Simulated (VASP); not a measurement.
# Li (R-3m) in VASP: notebook

Li is run at these levels: PBE+D3(BJ); tasks: single point, relaxation of cell and atoms.

All numbers are computed with VASP 6.6.1; they aren't measurements. Logs are shortened: lines on timing, memory, paths and dates and some standing lists are left out, and cuts for length are marked.

## (1) The cell of the first run

It takes space group R-3m (No. 166, trigonal). Conventional cell: a = 2.951 Å, b = 2.951 Å, c = 21.783 Å, α = 90.00°, β = 90.00°, γ = 120.00°. Li (site symmetry -3m) has 12 Li at 2.95 to 2.96 Å within 3.9 Å. Li (site symmetry 3m) has 12 Li at 2.95 to 2.96 Å within 3.9 Å.

## (2) Single point, PBE+D3(BJ)

Input file INCAR:

```
PREC = Accurate ; ENCUT = 520
EDIFF = 1E-6 ; ISMEAR = 0
SIGMA = 0.1 ; LREAL = F
LASPH = T ; NELM = 80
ALGO = Fast ; ISIF = 2
LWAVE = F ; LCHARG = F
GGA = PE ; IVDW = 12
NBANDS = 12
```

Input file KPOINTS:

```
Automatic mesh
0
Gamma
  18 18 18
```

Input file POSCAR:

```
Li
1.0
    1.4756434062      0.8519631178      7.2609962226
   -1.4756434062      0.8519631178      7.2609962226
    0.0000000000     -1.7039262356      7.2609962226
Li
3
Direct
    0.0000000000      0.0000000000      0.0000000000
    0.2222530268      0.2222530268      0.2222530268
    0.7777469732      0.7777469732      0.7777469732
```

Potentials or basis: VASP PAW PBE potentials, release 64 (Li_sv).

Run with:

```
cat potpaw_PBE.64/Li_sv/POTCAR > POTCAR
mpirun -np 1 vasp_std > vasp.out
```

OUTCAR:

```text
PREC = Accurate
   ENCUT = 520
   EDIFF = 1E-6
   ISMEAR = 0
   LREAL = F
   LASPH = T
   NELM = 80
   ISIF = 2
   GGA = PE
   IVDW = 12
 IVDW          = 12

 ion  position               nearest neighbor table
   1  0.000  0.000  0.000-
   2  0.222  0.222  0.222-
   3  0.778  0.778  0.778-

  LATTYP: Found a trigonal (rhomboedric) cell.
 ALAT       =     7.4582458233
 COS(alpha) =     0.9217076279

  Lattice vectors:

 A1 = (   1.4756434062,   0.8519631178,   7.2609962226)
 A2 = (  -1.4756434062,   0.8519631178,   7.2609962226)
 A3 = (   0.0000000000,  -1.7039262356,   7.2609962226)

Analysis of symmetry for initial positions (statically):
=====================================================================
 Subroutine PRICEL returns:
 Original cell was already a primitive cell.

 Routine SETGRP: Setting up the symmetry group for a
 trigonal (rhombohedral) supercell.

 Subroutine GETGRP returns: Found 12 space group operations
 (whereof 12 operations were pure point group operations)
 out of a pool of 12 trial point group operations.

The static configuration has the point symmetry D_3d.

Analysis of symmetry for dynamics (positions and initial velocities):
=====================================================================
 Subroutine PRICEL returns:
 Original cell was already a primitive cell.

 Routine SETGRP: Setting up the symmetry group for a
 trigonal (rhombohedral) supercell.

 Subroutine GETGRP returns: Found 12 space group operations
 (whereof 12 operations were pure point group operations)
 out of a pool of 12 trial point group operations.

The dynamic configuration has the point symmetry D_3d.

 Subroutine INISYM returns: Found 12 space group operations
 (whereof 12 operations are pure point group operations),
 and found     1 'primitive' translations

----------------------------------------------------------------------------------------

                                     Primitive cell

  volume of cell :      54.7709

  direct lattice vectors                    reciprocal lattice vectors
     1.475643406  0.851963118  7.260996223     0.338835248  0.195626622  0.045907383
    -1.475643406  0.851963118  7.260996223    -0.338835248  0.195626622  0.045907383
     0.000000000 -1.703926236  7.260996223     0.000000000 -0.391253244  0.045907383

  length of vectors
     7.458245823  7.458245823  7.458245823     0.393937290  0.393937290  0.393937290

  position of ions in fractional coordinates (direct lattice)
     0.000000000  0.000000000  0.000000000
     0.222253027  0.222253027  0.222253027
     0.777746973  0.777746973  0.777746973

  ion indices of the primitive-cell ions
   primitive index   ion index
                 1           1
                 2           2
                 3           3

----------------------------------------------------------------------------------------

 KPOINTS: Automatic mesh

Automatic generation of k-mesh.
 Grid dimensions read from file:
 generate k-points for:   18   18   18

 Generating k-lattice:

  Cartesian coordinates                     Fractional coordinates (reciprocal lattice)
     0.018824180  0.010868146  0.002550410     0.055555556  0.000000000  0.000000000
    -0.018824180  0.010868146  0.002550410     0.000000000  0.055555556  0.000000000
     0.000000000 -0.021736291  0.002550410     0.000000000  0.000000000  0.055555556

  Length of vectors
     0.021885405  0.021885405  0.021885405

  Shift w.r.t. Gamma in fractional coordinates (k-lattice)
     0.000000000  0.000000000  0.000000000

 Subroutine IBZKPT returns following result:
 ===========================================

 Found    580 irreducible k-points:

 Following reciprocal coordinates:
            Coordinates               Weight
  0.000000  0.000000  0.000000      1.000000
  0.055556 -0.000000  0.000000      6.000000
  0.111111 -0.000000  0.000000      6.000000
  0.166667  0.000000 -0.000000      6.000000
  0.222222  0.000000  0.000000      6.000000
  0.277778 -0.000000  0.000000      6.000000
[... 16 lines left out ...]
 -0.277778  0.055556 -0.000000     12.000000
 -0.222222  0.055556 -0.000000     12.000000
 [... further k-points ...]
   k-points           NKPTS =    580   k-points in BZ     NKDIM =    580   number of bands    NBANDS=     12
   number of dos      NEDOS =    301   number of ions     NIONS =      3
   total plane-waves  NPLWV = 175616
   dimension x,y,z NGX =    56 NGY =   56 NGZ =   56
   dimension x,y,z NGXF=   112 NGYF=  112 NGZF=  112
   ions per type =               3
   NGX,Y,Z   is equivalent  to a cutoff of  12.48, 12.48, 12.48 a.u.
   NGXF,Y,Z  is equivalent  to a cutoff of  24.97, 24.97, 24.97 a.u.
 SYSTEM =  unknown system
   PREC   = accura    normal or accurate (medium, high low for compatibility)
   ISTART =      0    job   : 0-new  1-cont  2-samecut
   ICHARG =      2    charge: 1-file 2-atom 10-const
   ISPIN  =      1    spin polarized calculation?
   LNONCOLLINEAR =      F non collinear calculations
   LSORBIT =      F    spin-orbit coupling
   LASPH  =      T    aspherical Exc in radial PAW
   ENCUT  =  520.0 eV  38.22 Ry    6.18 a.u.  13.87 13.87 13.87*2*pi/ulx,y,z
   NELM   =     80;   NELMIN=  2; NELMDL= -5     # of ELM steps
   EDIFF  = 0.1E-05   stopping-criterion for ELM
   LREAL  =      F    real-space projection
   EDIFFG = 0.1E-04   stopping-criterion for IOM
   NSW    =      0    number of steps for IOM
   IBRION =     -1    ionic relax: 0-MD 1-quasi-New 2-CG
   NFREE  =      0    steps in history (QN), initial steepest desc. (CG)
   ISIF   =      2    stress and relaxation
   ISYM   =      2    0-nonsym 1-usesym 2-fastsym
   POTIM  = 0.5000    time-step for ionic-motion
   TEBEG  =    0.0;   TEEND  =   0.0 temperature during run
   PSTRESS=    0.0 pullay stress
   NELECT =       9.0000    total number of electrons
   NUPDOWN=      -1.0000    fix difference up-down
   EMIN   =  10.00;   EMAX   =-10.00  energy-range for DOS
   EFERMI =   0.00;   METHOD = LEGACY
   ISMEAR =     0;   SIGMA  =   0.10  broadening in eV -4-tet -1-fermi 0-gaus
   EFERMI_NEDOS =   21; number of points for ismear=-14 and -15
   IALGO  =     68    algorithm
   IMIX   =      4    mixing-type and parameters
     AMIX     =   0.40;   BMIX     =  1.00
     AMIX_MAG =   1.60;   BMIX_MAG =  1.00
  volume/ion in A,a.u.               =      18.26       123.20
  Fermi-wavevector in a.u.,A,eV,Ry     =   0.896683  1.694486 10.939642  0.804041
  Thomas-Fermi vector in A             =   2.019173
   LORBIT       =      0    0 simple, 1 ext, 2 COOP (PROOUT), +10 PAW based schemes
   GGA     = PE    functional components
   LHFCALC =     F    Hartree Fock is set to
   AEXX    =    0.0000 exact exchange contribution
   IVDW    =    12    specifies the selected vdW correction
   LEPSILON=     F    determine dielectric tensor
   LRPA    =     F    only Hartree local field effects (RPA)
 non-spin polarized calculation
 RMM-DIIS sequential band-by-band and
 Gauss-broadening in eV      SIGMA  =   0.10
  energy-cutoff  :      520.00
  volume of cell :       54.77
 maximum number of plane-waves:      1524
   NGX = 27   NGY = 27   NGZ = 27

 number of electron       9.0000000 magnetization

 Free energy of the ion-electron system (eV)
  ---------------------------------------------------
  ext. energy  EPLUGINS =         0.00000000
  ---------------------------------------------------
  free energy    TOTEN  =        -5.69376758 eV

  energy without entropy =       -5.68733794  energy(sigma->0) =       -5.69055276

 E-fermi :   0.9276     XC(G=0):  -7.3039

 val. band max:        0.9275101704   @ k =  -0.1111   0.2778   0.0556
 cond. band min:       0.9284622808   @ k =   0.3333   0.1111   0.1111
 fundamental gap:      0.0009521104
 Fermi energy:         0.9275823675

 k-point     1 :       0.0000    0.0000    0.0000
  band No.  band energies     occupation
      1     -45.4266      2.00000
      2     -45.4064      2.00000
      3     -45.4061      2.00000
      4      -2.7612      2.00000
      5      -0.7489      2.00000
      6      -0.7482      2.00000
      7       7.0306      0.00000
      8       7.0362      0.00000
      9      14.7722      0.00000
     10      14.7722      0.00000
     11      14.9145      0.00000
     12      14.9145      0.00000

 k-point     2 :       0.0556   -0.0000    0.0000
  band No.  band energies     occupation
      1     -45.4258      2.00000
      2     -45.4063      2.00000
      3     -45.4054      2.00000
      4      -2.7095      2.00000
      5      -0.7641      2.00000
      6      -0.6208      2.00000
      7       6.8963      0.00000
      8       7.2262      0.00000
      9      14.0371      0.00000
     10      14.2680      0.00000
     11      14.6742      0.00000
     12      14.7038      0.00000

 k-point     3 :       0.1111   -0.0000    0.0000
  band No.  band energies     occupation
      1     -45.4236      2.00000
      2     -45.4054      2.00000
      3     -45.4037      2.00000
      4      -2.5546      2.00000
      5      -0.6694      2.00000
      6      -0.3795      2.00000
      7       6.8057      0.00000
      8       7.4756      0.00000
      9      12.6623      0.00000
     10      13.5008      0.00000
     11      13.6169      0.00000
     12      14.0385      0.00000

 k-point     4 :       0.1667    0.0000   -0.0000
  band No.  band energies     occupation
      1     -45.4202      2.00000
      2     -45.4037      2.00000
      3     -45.4015      2.00000
      4      -2.2962      2.00000
      5      -0.4675      2.00000
      6      -0.0253      2.00000
      7       6.7350      0.00000
      8       7.7655      0.00000
      9      11.1675      0.00000
     10      12.1999      0.00000
     11      12.7568      0.00000
     12      13.2746      0.00000

 k-point     5 :       0.2222    0.0000    0.0000
  band No.  band energies     occupation
      1     -45.4160      2.00000
      2     -45.4015      2.00000
      3     -45.3989      2.00000
      4      -1.9342      2.00000
      5      -0.1633      2.00000
      6       0.4378      2.00000
      7       6.6068      0.00000
      8       8.0077      0.00000
      9       9.8637      0.00000
     10      10.8275      0.00000
     11      12.1047      0.00000
     12      12.6035      0.00000
[... 228 lines left out ...]
      1     -45.4010      2.00000
      2     -45.3936      2.00000
      3     -45.3927      2.00000
      4       0.1164      2.00000
      5       1.6199      0.00000
      6       2.2143      0.00000
      7       4.6581      0.00000
      8       5.6297      0.00000
      9       7.2976      0.00000
     10       9.3095      0.00000
     11       9.9788      0.00000
     12      10.6218      0.00000

 k-point    22 :      -0.3333    0.0556   -0.0000
  band No.  band energies     occupation
      1     -45.4045      2.00000
      2     -45.3952      2.00000
      3     -45.3937      2.00000
      4      -0.5617      2.00000
      5       1.1158      0.00776
      6       1.8277      0.00000
      7       5.2273      0.00000
      8       6.5032      0.00000
      9       8.5241      0.00000
     10       9.0526      0.00000
     11       9.8328      0.00000
     12      10.9415      0.00000

 k-point    23 :      -0.2778    0.0556   -0.0000
  band No.  band energies     occupation
      1     -45.4088      2.00000
      2     -45.3973      2.00000
      3     -45.3955      2.00000
      4      -1.1695      2.00000
      5       0.6122      1.99999
      6       1.2192      0.00004
      7       6.0851      0.00000
      8       7.3991      0.00000
      9       8.9869      0.00000
     10       9.3248      0.00000
     11      10.2054      0.00000
     12      11.5225      0.00000

 k-point    24 :      -0.2222    0.0556   -0.0000
  band No.  band energies     occupation
      1     -45.4134      2.00000
      2     -45.3996      2.00000
      3     -45.3978      2.00000
      4      -1.6833      2.00000
      5       0.1722      2.00000
      6       0.6272      1.99998
      7       6.7038      0.00000
      8       7.8352      0.00000
      9       9.3543      0.00000
     10      10.0113      0.00000
     11      11.1630      0.00000
     12      12.1410      0.00000

 [... further k-points ...]

------------------------ aborting loop because EDIFF is reached ----------------------------------------

 Edisp (eV)   -0.56326

 E8    (eV) :    -0.2342

  FORCE on cell =-STRESS in cart. coord.  units (eV):
  Direction    XX          YY          ZZ          XY          YZ          ZX
  --------------------------------------------------------------------------------------
  -------------------------------------------------------------------------------------
  Total      -0.02707    -0.02707    -0.01741     0.00000     0.00000    -0.00000
  in kB      -0.79196    -0.79196    -0.50942     0.00000     0.00000    -0.00000
  external pressure =       -0.70 kB  Pullay stress =        0.00 kB

 VOLUME and BASIS-vectors are now :
 -----------------------------------------------------------------------------
  energy-cutoff  :      520.00
  volume of cell :       54.77
      direct lattice vectors                 reciprocal lattice vectors
     1.475643406  0.851963118  7.260996223     0.338835248  0.195626622  0.045907383
    -1.475643406  0.851963118  7.260996223    -0.338835248  0.195626622  0.045907383
     0.000000000 -1.703926236  7.260996223     0.000000000 -0.391253244  0.045907383

 POSITION                                       TOTAL-FORCE (eV/Angst)
 -----------------------------------------------------------------------------------
      0.00000      0.00000      0.00000         0.000000      0.000000      0.000000
      0.00000      0.00000      4.84134         0.000000      0.000000     -0.001050
      0.00000      0.00000     16.94165         0.000000      0.000000      0.001050
 -----------------------------------------------------------------------------------
    total drift:                                0.000000      0.000000     -0.000000

  FREE ENERGIE OF THE ION-ELECTRON SYSTEM (eV)
  ---------------------------------------------------
  free  energy   TOTEN  =        -6.2570289070 eV

  energy  without entropy=       -6.2505992715  energy(sigma->0) =       -6.25381409
```

Wall time 62 min (1 thread of Intel Xeon 8259CL, shared host); peak memory 0.59 GiB.

What came out:

```yaml
Free_energy: -6.2570 eV
Band_gap_on_the_k_mesh: zero (an odd number of electrons rules out a gap without spin polarisation)
Dispersion_energy_per_atom: -0.188 eV
```

Levels at points of the mesh, in eV from the Fermi level:
```csv
k point,band 2,band 3,band 4,band 5,band 6,band 7,band 8,band 9
"(0.00, 0.00, 0.00)",-46.33,-46.33,-3.69,-1.68,-1.68,6.10,6.11,13.84
"(0.50, 0.00, 0.00)",-46.32,-46.32,-0.09,0.91,1.10,4.10,4.21,4.84
"(0.50, 0.50, 0.00)",-46.32,-46.32,0.24,0.31,1.29,3.60,4.75,5.90
"(0.50, 0.50, 0.50)",-46.35,-46.33,-3.18,-3.18,-0.09,3.25,11.21,11.22
```

Caveat: the cutoff is under 1.25 times the usual one of these potentials, so pressure, stress and relaxed cells hold a basis-set (Pulay) error.

## (3) Single point, PBE+D3(BJ)

Input file INCAR:

```
SYSTEM = Li
ALGO = Fast ; EDIFF = 1E-6
ENCUT = 520 ; GGA = PE
ISIF = 2 ; ISMEAR = 0
IVDW = 12 ; LASPH = .True.
LCHARG = .False. ; LREAL = .False.
LWAVE = .False. ; NBANDS = 12
NELM = 80 ; PREC = Accurate
SIGMA = 0.1
```

Input file KPOINTS:

```
k-points
0
Gamma
  18 18 18
  0 0 0
```

POSCAR is that of step 2.

Potentials or basis: VASP PAW PBE potentials, release 64 (Li_sv).

Run with:

```
cat potpaw_PBE.64/Li_sv/POTCAR > POTCAR
mpirun -np 1 vasp_std > vasp.out
```

Wall time 54 min (1 thread of Intel Xeon 8259CL, shared host); peak memory 0.59 GiB.

Results (log left out):

| Item | Value |
| --- | --- |
| Free energy | -6.2570 eV |
| Band gap on the k mesh | zero (an odd number of electrons rules out a gap without spin polarisation) |
| Dispersion energy per atom | -0.188 eV |

Levels at points of the mesh, in eV from the Fermi level:
| k point | band 3 | band 4 | band 5 | band 6 | band 7 | band 8 |
| --- | --- | --- | --- | --- | --- | --- |
| (0.00, 0.00, 0.00) | -46.33 | -3.69 | -1.68 | -1.68 | 6.10 | 6.11 |
| (0.50, 0.00, 0.00) | -46.32 | -0.09 | 0.91 | 1.10 | 4.10 | 4.21 |
| (0.50, 0.50, 0.00) | -46.32 | 0.24 | 0.31 | 1.29 | 3.60 | 4.75 |
| (0.50, 0.50, 0.50) | -46.33 | -3.18 | -3.18 | -0.09 | 3.25 | 11.21 |

Caveat: the cutoff is under 1.25 times the usual one of these potentials, so pressure, stress and relaxed cells hold a basis-set (Pulay) error.

## (4) Relaxation of cell and atoms, PBE+D3(BJ)

Input file INCAR:

```
SYSTEM = Li
PREC     = Accurate       ! precision mode
ENCUT    = 600            ! plane-wave cutoff, eV
EDIFF    = 1E-6           ! SCF threshold, eV
ISMEAR   = 0              ! smearing method
SIGMA    = 0.1            ! smearing width, eV
LREAL    = .False.        ! projectors in reciprocal space
LASPH    = .True.         ! aspherical terms in the spheres
NELM     = 80             ! most SCF steps
ALGO     = Fast           ! electronic algorithm
ISIF     = 3              ! what is computed and relaxed
LWAVE    = .False.        ! write WAVECAR
LCHARG   = .False.        ! write CHGCAR
GGA      = PE             ! functional
IVDW     = 12             ! dispersion correction
IBRION   = 2              ! ionic algorithm
NSW      = 100            ! ionic steps
EDIFFG   = -0.005         ! ionic threshold
```

Input file KPOINTS:

```
Automatic mesh
0
Gamma
  18 18 18
  0 0 0
```

POSCAR is that of step 3.

Run with:

```
cat potpaw_PBE.64/Li_sv/POTCAR > POTCAR
mpirun -np 1 vasp_std > vasp.out
```

It took 67 min on 1 thread of Intel Xeon 8259CL, shared host; peak memory 0.69 GiB.

Results (log left out):

| Property | Result |
| --- | --- |
| Free energy | -6.2565 eV |
| Relaxed volume | 18.11 Å³/atom |
| Relaxed cell | a = 7.442 Å, b = 7.442 Å, c = 7.442 Å, α = 22.81°, β = 22.81°, γ = 22.81° |
| Space group after relaxing (to 0.1 Å) | R-3m (No. 166) |
| Energy gained by relaxing | 0.1 meV/atom |
| Ionic steps | 3 |
| Pressure after relaxing | 0.0 GPa |
| Band gap on the k mesh | zero (an odd number of electrons rules out a gap without spin polarisation) |
| Dispersion energy per atom | -0.189 eV |

Step by step:
```tsv
step	energy change (eV)	largest force (eV/Å)	pressure (GPa)	volume (Å³)
1	0.0000	0.0009	-0.12	54.77
2	-0.0001	0.0008	-0.10	54.66
3	-0.0002	0.0004	-0.01	54.34
```

Final structure:
```
CELL_PARAMETERS angstrom
1.47144 0.84954 7.24498
-1.47144 0.84954 7.24498
0.00000 -1.69908 7.24498
ATOMIC_POSITIONS crystal
Li 0.00000 0.00000 0.00000
Li 0.22225 0.22225 0.22225
Li 0.77775 0.77775 0.77775
```

Levels at points of the mesh, in eV from the Fermi level:
```tsv
k point	band 2	band 3	band 4	band 5	band 6	band 7	band 8
(0.00, 0.00, 0.00)	-46.32	-46.32	-3.70	-1.68	-1.68	6.13	6.14
(0.50, 0.00, 0.00)	-46.30	-46.30	-0.09	0.92	1.10	4.13	4.24
(0.50, 0.50, 0.00)	-46.31	-46.30	0.24	0.31	1.30	3.63	4.78
(0.50, 0.50, 0.50)	-46.33	-46.31	-3.19	-3.19	-0.09	3.27	11.26
```

Caveat: the cutoff is under 1.25 times the usual one of these potentials, so pressure, stress and relaxed cells hold a basis-set (Pulay) error.
